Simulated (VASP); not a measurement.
Here is a VASP 6.6.1 calculation.

Contents of INCAR:

```
PREC = Accurate
ENCUT = 700
EDIFF = 1E-6
ISMEAR = -1
SIGMA = 0.05
LREAL = False
LASPH = True
NELM = 200
ALGO = Normal
ISIF = 2
LWAVE = False
LCHARG = False
ISPIN = 2
MAGMOM = 2 0
LORBIT = 11
LMAXMIX = 4
GGA = PE
NBANDS = 22
GGA_COMPAT = False
```

File KPOINTS:

```
regular mesh
0
Gamma
  11 11 11
```

Contents of POSCAR:

```
CoO
1.0
    1.5154398320      0.8749395950      2.4560858334
   -1.5154398320      0.8749395950      2.4560858334
    0.0000000000     -1.7498791900      2.4560858334
Co O
1 1
Direct
    0.0000000000      0.0000000000      0.0000000000
    0.5000000000      0.5000000000      0.5000000000
```

Potentials or basis: VASP PAW PBE potentials, release 64 (Co_sv, O).

The run is started by

```console
$ cat potpaw_PBE.64/Co_sv/POTCAR potpaw_PBE.64/O/POTCAR > POTCAR
$ mpirun -np 1 vasp_std > vasp.out
```

(1) What does it give for the site moments?

(2) What does it give for the net moment?

(3) Estimate the pressure.

## Answers

(1) Co +2.53; O +0.30 μB.

(2) 2.94 μB per cell.

(3) -4.3 GPa.

Caveat: the cell stands under tension; a cell with one magnetic atom can't hold antiferromagnetic order, which such compounds often take.
